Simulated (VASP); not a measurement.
Set up this calculation in VASP 6.6.1, as the native input.

| Item | Value |
| --- | --- |
| Task | single point |
| Functional | PBEsol |
| Potentials or basis | VASP PAW PBE potentials, release 64 (Al, Ga_d, N) |
| Cutoff | 520 eV |
| k mesh | 6 × 6 × 6 |
| Occupations | gaussian, width 0.05 eV |
| Spin | no spin polarisation |
| Dipole correction | no |
| Further INCAR settings | ALGO = Normal; EDIFF = 1e-07; NBANDS = 31 |

The structure of Al3GaN4 lies in POSCAR:

```
Al3GaN4
1.0
    4.3943534764      0.0000000000      0.0000000000
    0.0000000000      4.3943534764      0.0000000000
    0.0000000000      0.0000000000      4.6690005687
Al Ga N
3 1 4
Direct
    0.5000000000      0.5000000000      0.0000000000
    0.5000000000      0.0000000000      0.5000000000
    0.0000000000      0.5000000000      0.5000000000
    0.0000000000      0.0000000000      0.0000000000
    0.7447140287      0.7447140287      0.2552859713
    0.7447140287      0.2552859713      0.7447140287
    0.2552859713      0.7447140287      0.7447140287
    0.2552859713      0.2552859713      0.2552859713
```

These files were run (other wordings do the same):

INCAR

```
SYSTEM = Al3GaN4
PREC     = Accurate       ! precision mode
ENCUT    = 520            ! plane-wave cutoff, eV
EDIFF    = 1E-7           ! SCF threshold, eV
ISMEAR   = 0              ! smearing method
SIGMA    = 0.05           ! smearing width, eV
LREAL    = .FALSE.        ! projectors in reciprocal space
LASPH    = .TRUE.         ! aspherical terms in the spheres
NELM     = 60             ! most SCF steps
ALGO     = Normal         ! electronic algorithm
ISIF     = 2              ! what is computed and relaxed
LWAVE    = .FALSE.        ! write WAVECAR
LCHARG   = .FALSE.        ! write CHGCAR
GGA      = PS             ! functional
NBANDS   = 31             ! bands
```

KPOINTS

```
regular mesh
0
G
  6 6 6
  0 0 0
```

Potentials or basis: VASP PAW PBE potentials, release 64 (Al, Ga_d, N).

Run with:

```console
$ cat potpaw_PBE.64/Al/POTCAR potpaw_PBE.64/Ga_d/POTCAR potpaw_PBE.64/N/POTCAR > POTCAR
$ mpirun -np 1 vasp_std > vasp.out
```

It gave:

```json
{
  "Pressure": "-9.5 GPa",
  "Largest force": "0.055 eV/Å",
  "Band gap on the k mesh": "2.88 eV (least direct gap 2.90 eV)"
}
```

Caveat: the cell stands under tension; the PAW data sets were made with another functional, which shifts forces and pressure a little.

Run time: 3.3 min on 1 thread of Intel Xeon 8259CL, on a shared host, peak memory 0.26 GiB.
